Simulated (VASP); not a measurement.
# Mg9O8 (a cell with a defect) in VASP: notebook

Mg9O8 (a cell with a defect) is run at these levels: PBE; tasks: single point.

Everything below comes from runs of VASP 6.6.1. Logs are shortened: lines on timing, memory, paths and dates and some standing lists are left out, and cuts for length are marked.

### 1 The cell of the first run

The cell holds a defect, 17 atoms: a = 5.962 Å, b = 5.962 Å, c = 5.962 Å, α = 60.00°, β = 60.00°, γ = 60.00°.

### 2 Single point, PBE

INCAR

```
  PREC = Accurate
  ENCUT = 520
  EDIFF = 1E-7
  ISMEAR = 0
  SIGMA = 0.02
  LREAL = Auto
  LASPH = True
  NELM = 100
  ALGO = Normal
  ISIF = 2
  LWAVE = False
  LCHARG = True
  GGA = PE
  LELF = True
  LVHAR = True
  NBANDS = 47
```

KPOINTS

```
regular mesh
0
Gamma
  2 2 2
```

POSCAR

```
Mg9O8
1.0
    0.0000000000      4.2160000000      4.2160000000
    4.2160000000      0.0000000000      4.2160000000
    4.2160000000      4.2160000000      0.0000000000
Mg O
9 8
Direct
    0.0760713898     -0.0251749065     -0.0254963995
   -0.0022335706      0.0014375699      0.4972636342
    0.0017508634      0.5021273930     -0.0057901923
   -0.0022995006      0.5037634890      0.4972313448
    0.4833037944     -0.0212223376     -0.0173579253
    0.4760565758     -0.0245895252      0.5733954623
    0.4830996868      0.5555347022     -0.0175273757
    0.4936049447      0.5024066972      0.5018508437
    0.6395806318      0.1120751647      0.1365832209
    0.2517813199      0.2531459981      0.2419813672
    0.2423747275      0.2734844472      0.7420060064
    0.2444573858      0.7427045562      0.2704696786
    0.2422525825      0.7424946302      0.7418837745
    0.7467801469      0.2735185346      0.2482873080
    0.7417932479      0.2541244638      0.7499464637
    0.7467950257      0.7316005178      0.2482136838
    0.7711011485      0.7426338055      0.7439400046
```

Potentials or basis: VASP PAW PBE potentials, release 64 (Mg, O).

On the command line:

```sh
$ cat potpaw_PBE.64/Mg/POTCAR potpaw_PBE.64/O/POTCAR > POTCAR
$ mpirun -np 1 vasp_std > vasp.out
```

OUTCAR:

```text
PREC = Accurate
   ENCUT = 520
   EDIFF = 1E-7
   ISMEAR = 0
   LREAL = Auto
   LASPH = True
   NELM = 100
   ISIF = 2
   GGA = PE

 ion  position               nearest neighbor table
   1  0.076  0.975  0.975-  12 1.99  11 2.00  13 2.00   9 2.13  15 2.38   6 2.39  14 2.43  16 2.43
                             7 2.46   5 2.46   4 2.99   2 2.99   3 3.00   3 3.00   2 3.02   4 3.02
   2  0.998  0.001  0.497-  17 2.05  12 2.05  13 2.06  14 2.11  15 2.13  10 2.13   8 2.97   4 2.97
                             3 2.97   6 2.98   1 2.99   5 2.99   3 2.99   5 2.99   4 2.99   8 3.00
   3  0.002  0.502  0.994-  17 2.03  11 2.03  13 2.03  16 2.04  14 2.04  10 2.10   8 2.93   2 2.97
                             4 2.97   5 2.98   7 2.98   4 2.99   2 2.99   1 3.00   1 3.00   7 3.01
   4  0.998  0.504  0.497-  17 2.05  12 2.05  11 2.07  16 2.11  15 2.13  10 2.13   8 2.97   2 2.97
                             3 2.97   6 2.98   1 2.99   7 2.99   3 2.99   7 2.99   2 2.99   8 3.00
   5  0.483  0.979  0.983-  17 2.02  12 2.02  11 2.06   9 2.16  16 2.23  10 2.26  15 2.26   1 2.46
                             6 2.47   7 2.52   3 2.98   8 2.98   2 2.99   2 2.99   8 3.01   3 3.01
   6  0.476  0.975  0.573-  17 2.00  11 2.01  13 2.01   9 2.13  10 2.36   1 2.39  14 2.41  16 2.41
                             7 2.47   5 2.47   4 2.98   2 2.98   8 3.00   8 3.00   2 3.02   4 3.02
   7  0.483  0.556  0.982-  17 2.03  12 2.03  13 2.05   9 2.16  14 2.23  10 2.26  15 2.26   1 2.46
                             6 2.47   5 2.52   3 2.98   8 2.98   4 2.99   4 2.99   8 3.00   3 3.01
   8  0.494  0.502  0.502-  13 2.03  11 2.03  12 2.03  16 2.04  14 2.04  15 2.09   3 2.93   2 2.97
                             4 2.97   5 2.98   7 2.98   4 3.00   2 3.00   6 3.00   6 3.00   7 3.00
   9  0.640  0.112  0.137-  14 1.86  16 1.86  15 1.89  10 1.89   1 2.13   6 2.13   7 2.16   5 2.16
                             4 3.37   2 3.37   3 3.47   3 3.47   8 3.47   8 3.47   4 3.53   2 3.53
  10  0.252  0.253  0.242-   9 1.89   3 2.10   2 2.13   4 2.13   5 2.26   7 2.26   6 2.36
  11  0.242  0.273  0.742-   1 2.00   6 2.01   8 2.03   3 2.03   5 2.06   4 2.07
  12  0.244  0.743  0.270-   1 1.99   5 2.02   7 2.03   8 2.03   2 2.05   4 2.05
  13  0.242  0.742  0.742-   1 2.00   6 2.01   8 2.03   3 2.03   7 2.05   2 2.06
  14  0.747  0.274  0.248-   9 1.86   8 2.04   3 2.04   2 2.11   7 2.23   6 2.41   1 2.43
  15  0.742  0.254  0.750-   9 1.89   8 2.09   2 2.13   4 2.13   5 2.26   7 2.26   1 2.38
  16  0.747  0.732  0.248-   9 1.86   8 2.04   3 2.04   4 2.11   5 2.23   6 2.41   1 2.43
  17  0.771  0.743  0.744-   6 2.00   5 2.02   7 2.03   3 2.03   2 2.05   4 2.05

  LATTYP: Found a face centered cubic cell.
 ALAT       =     8.4320000000

  Lattice vectors:

 A1 = (   0.0000000000,   4.2160000000,   4.2160000000)
 A2 = (   4.2160000000,   0.0000000000,   4.2160000000)
 A3 = (   4.2160000000,   4.2160000000,   0.0000000000)

Analysis of symmetry for initial positions (statically):
=====================================================================
 Subroutine PRICEL returns:
 Original cell was already a primitive cell.

 Routine SETGRP: Setting up the symmetry group for a
 face centered cubic supercell.

 Subroutine GETGRP returns: Found  1 space group operations
 (whereof  1 operations were pure point group operations)
 out of a pool of 48 trial point group operations.

The static configuration has the point symmetry C_1 .

Analysis of symmetry for dynamics (positions and initial velocities):
=====================================================================
 Subroutine PRICEL returns:
 Original cell was already a primitive cell.

 Routine SETGRP: Setting up the symmetry group for a
 face centered cubic supercell.

 Subroutine GETGRP returns: Found  1 space group operations
 (whereof  1 operations were pure point group operations)
 out of a pool of 48 trial point group operations.

The dynamic configuration has the point symmetry C_1 .

 Subroutine INISYM returns: Found  1 space group operations
 (whereof  1 operations are pure point group operations),
 and found     1 'primitive' translations

----------------------------------------------------------------------------------------

                                     Primitive cell

  volume of cell :     149.8759

  direct lattice vectors                    reciprocal lattice vectors
     0.000000000  4.216000000  4.216000000    -0.118595825  0.118595825  0.118595825
     4.216000000  0.000000000  4.216000000     0.118595825 -0.118595825  0.118595825
     4.216000000  4.216000000  0.000000000     0.118595825  0.118595825 -0.118595825

  length of vectors
     5.962324379  5.962324379  5.962324379     0.205413995  0.205413995  0.205413995

  position of ions in fractional coordinates (direct lattice)
[... 51 lines left out ...]
     0.059297913  0.059297913 -0.059297913     0.000000000  0.000000000  0.500000000

  Length of vectors
     0.102706998  0.102706998  0.102706998

  Shift w.r.t. Gamma in fractional coordinates (k-lattice)
     0.000000000  0.000000000  0.000000000

 Subroutine IBZKPT returns following result:
 ===========================================

 Found      8 irreducible k-points:

 Following reciprocal coordinates:
            Coordinates               Weight
  0.000000  0.000000  0.000000      1.000000
  0.500000  0.000000  0.000000      1.000000
  0.000000  0.500000  0.000000      1.000000
  0.000000  0.000000  0.500000      1.000000
  0.500000  0.500000  0.500000      1.000000
  0.500000  0.500000  0.000000      1.000000
  0.000000  0.500000  0.500000      1.000000
  0.500000  0.000000  0.500000      1.000000
   k-points           NKPTS =      8   k-points in BZ     NKDIM =      8   number of bands    NBANDS=     47
   number of dos      NEDOS =    301   number of ions     NIONS =     17
   total plane-waves  NPLWV = 110592
   dimension x,y,z NGX =    48 NGY =   48 NGZ =   48
   dimension x,y,z NGXF=    96 NGYF=   96 NGZF=   96
   ions per type =               9   8
   NGX,Y,Z   is equivalent  to a cutoff of  13.38, 13.38, 13.38 a.u.
   NGXF,Y,Z  is equivalent  to a cutoff of  26.77, 26.77, 26.77 a.u.
 SYSTEM =  unknown system
   PREC   = accura    normal or accurate (medium, high low for compatibility)
   ISTART =      0    job   : 0-new  1-cont  2-samecut
   ICHARG =      2    charge: 1-file 2-atom 10-const
   ISPIN  =      1    spin polarized calculation?
   LNONCOLLINEAR =      F non collinear calculations
   LSORBIT =      F    spin-orbit coupling
   LASPH  =      T    aspherical Exc in radial PAW
   ENCUT  =  520.0 eV  38.22 Ry    6.18 a.u.  11.09 11.09 11.09*2*pi/ulx,y,z
   NELM   =    100;   NELMIN=  2; NELMDL= -5     # of ELM steps
   EDIFF  = 0.1E-06   stopping-criterion for ELM
   LREAL  =      T    real-space projection
   EDIFFG = 0.1E-05   stopping-criterion for IOM
   NSW    =      0    number of steps for IOM
   IBRION =     -1    ionic relax: 0-MD 1-quasi-New 2-CG
   NFREE  =      0    steps in history (QN), initial steepest desc. (CG)
   ISIF   =      2    stress and relaxation
   ISYM   =      2    0-nonsym 1-usesym 2-fastsym
   POTIM  = 0.5000    time-step for ionic-motion
   TEBEG  =    0.0;   TEEND  =   0.0 temperature during run
   PSTRESS=    0.0 pullay stress
   NELECT =      66.0000    total number of electrons
   NUPDOWN=      -1.0000    fix difference up-down
   EMIN   =  10.00;   EMAX   =-10.00  energy-range for DOS
   EFERMI =   0.00;   METHOD = LEGACY
   ISMEAR =     0;   SIGMA  =   0.02  broadening in eV -4-tet -1-fermi 0-gaus
   EFERMI_NEDOS =   21; number of points for ismear=-14 and -15
   IALGO  =     38    algorithm
   IMIX   =      4    mixing-type and parameters
     AMIX     =   0.40;   BMIX     =  1.00
     AMIX_MAG =   1.60;   BMIX_MAG =  1.00
  volume/ion in A,a.u.               =       8.82        59.49
  Fermi-wavevector in a.u.,A,eV,Ry     =   1.245505  2.353664 21.106489  1.551283
  Thomas-Fermi vector in A             =   2.379724
   LORBIT       =      0    0 simple, 1 ext, 2 COOP (PROOUT), +10 PAW based schemes
   GGA     = PE    functional components
   LHFCALC =     F    Hartree Fock is set to
   AEXX    =    0.0000 exact exchange contribution
   IVDW    =     0    specifies the selected vdW correction
   LEPSILON=     F    determine dielectric tensor
   LRPA    =     F    only Hartree local field effects (RPA)
 non-spin polarized calculation
 Gauss-broadening in eV      SIGMA  =   0.02
  energy-cutoff  :      520.00
  volume of cell :      149.88
 maximum number of plane-waves:      4044
 NGX is ok and might be reduce to    48
   NGX = 23   NGY = 23   NGZ = 23

 number of electron      65.9999999 magnetization

 Free energy of the ion-electron system (eV)
  ---------------------------------------------------
  ext. energy  EPLUGINS =         0.00000000
  ---------------------------------------------------
  free energy    TOTEN  =       -81.89026521 eV

  energy without entropy =      -81.89026382  energy(sigma->0) =      -81.89026451

 E-fermi :  10.2425     XC(G=0): -11.4253

 val. band max:       10.1872690163   @ k =   0.0000   0.0000   0.0000
 cond. band min:      10.2992050866   @ k =   0.0000   0.5000   0.0000
 fundamental gap:      0.1119360703
 Fermi energy:        10.2425370533

 k-point     1 :       0.0000    0.0000    0.0000
  band No.  band energies     occupation
      1     -13.7302      2.00000
      2     -12.4948      2.00000
      3     -12.4861      2.00000
      4     -12.4038      2.00000
      5     -12.3573      2.00000
      6     -12.1677      2.00000
[... 373 lines left out ...]
     44      14.6475      0.00000
     45      15.1711      0.00000
 [bands above 45 left out]

------------------------ aborting loop because EDIFF is reached ----------------------------------------

  FORCE on cell =-STRESS in cart. coord.  units (eV):
  Direction    XX          YY          ZZ          XY          YZ          ZX
  --------------------------------------------------------------------------------------
  -------------------------------------------------------------------------------------
  Total       39.9326549     37.5354093     39.9183155     -0.0716396      0.0818450     -0.4460476
  in kB      426.8811376    401.2545185    426.7278488     -0.7658294      0.8749256     -4.7682607
  external PRESSURE =     418.2878350 kB  Pullay stress =       0.0000000 kB

 VOLUME and BASIS-vectors are now :
 -----------------------------------------------------------------------------
  energy-cutoff  :      520.00
  volume of cell :      149.88
      direct lattice vectors                 reciprocal lattice vectors
     0.000000000  4.216000000  4.216000000    -0.118595825  0.118595825  0.118595825
     4.216000000  0.000000000  4.216000000     0.118595825 -0.118595825  0.118595825
     4.216000000  4.216000000  0.000000000     0.118595825  0.118595825 -0.118595825

 POSITION                                       TOTAL-FORCE (eV/Angst)
 -----------------------------------------------------------------------------------
      8.21837      4.42922      4.43058        -0.009658     -0.008057      0.014240
      2.10252      6.30305      4.21264        -0.015674      0.006195     -0.025382
      6.30856      4.19897      2.12435        -0.018912     -0.019100      0.013354
      4.22019      6.30263      6.33017         0.026257      0.014027      0.017952
      8.26935      6.18043      6.16414        -0.006502     -0.018296     -0.004571
      6.52977      4.42449      6.11939         0.013463     -0.007347     -0.009873
[... 9 lines left out ...]
      4.13090      4.19496      6.23292        -0.023155      0.024960     -0.023852
      6.26740      6.38741      6.38191         0.006458     -0.015781     -0.014879
 -----------------------------------------------------------------------------------
    total drift:                               -0.001589     -0.017186      0.005952

  FREE ENERGIE OF THE ION-ELECTRON SYSTEM (eV)
  ---------------------------------------------------
  free  energy   TOTEN  =       -81.8902652065 eV

  energy  without entropy=      -81.8902638214  energy(sigma->0) =      -81.89026451
```

It took 2.5 min on 1 thread of Intel Xeon 6975P-C (Granite Rapids), shared host; peak memory 0.32 GiB.

What came out:

```yaml
Free_energy: -81.8903 eV
Pressure: 41.8 GPa
Largest_force: 0.057 eV/Å
Band_gap_on_the_k_mesh: zero (bands 33 and 34 overlap by 0.48 eV)
```

Forces in eV/Å, atoms in the order of the input:
```
Mg  -0.010 -0.008  0.014
Mg  -0.016  0.006 -0.025
Mg  -0.019 -0.019  0.013
Mg   0.026  0.014  0.018
Mg  -0.007 -0.018 -0.005
Mg   0.013 -0.007 -0.010
Mg   0.007 -0.011  0.009
Mg   0.013 -0.011 -0.019
Mg   0.002  0.036 -0.008
O    0.024 -0.026 -0.019
O   -0.003  0.025 -0.001
O   -0.015 -0.011  0.005
O    0.000  0.032  0.003
O    0.028  0.027  0.028
O   -0.028 -0.036  0.034
O   -0.023  0.025 -0.024
O    0.006 -0.016 -0.015
```

Caveat: the k points lie up to 0.65 Å⁻¹ apart.

(Part 1 of 3 ends here.)
